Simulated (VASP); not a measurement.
The system is SrTiO3.

```xyz
5
Lattice="3.9069 0.0000 0.0000 0.0000 3.9069 0.0000 0.0000 0.0000 3.9069" Properties=species:S:1:pos:R:3 pbc="T T T"
Sr    0.0000    0.0000    0.0000
Ti    1.9534    1.9534    1.9534
O     1.9534    0.0000    1.9534
O     1.9534    1.9534    0.0000
O     0.0000    1.9534    1.9534
```

Base run:

| Property | Result |
| --- | --- |
| Program | VASP 6.6.1 |
| Functional | HSE06 |
| Potentials or basis | VASP PAW PBE potentials, release 64 (Sr_sv, Ti_sv, O) |
| Cutoff | 520 eV |
| k mesh | 4 × 4 × 4 |
| Occupations | gaussian, width 0.01 eV |
| Spin | no spin polarisation |

Its results: band gap on the k mesh 3.29 eV (least direct gap 3.67 eV); pressure -1.1 GPa.

The run is repeated on the same cell with these changes: functional from HSE06 to PBE0. What comes out?

Band gap on the k mesh 4.05 eV (least direct gap 4.43 eV); pressure -1.3 GPa.

Caveats: the PAW data sets were made with another functional, which shifts forces and pressure a little.

A k mesh can miss the band edges.
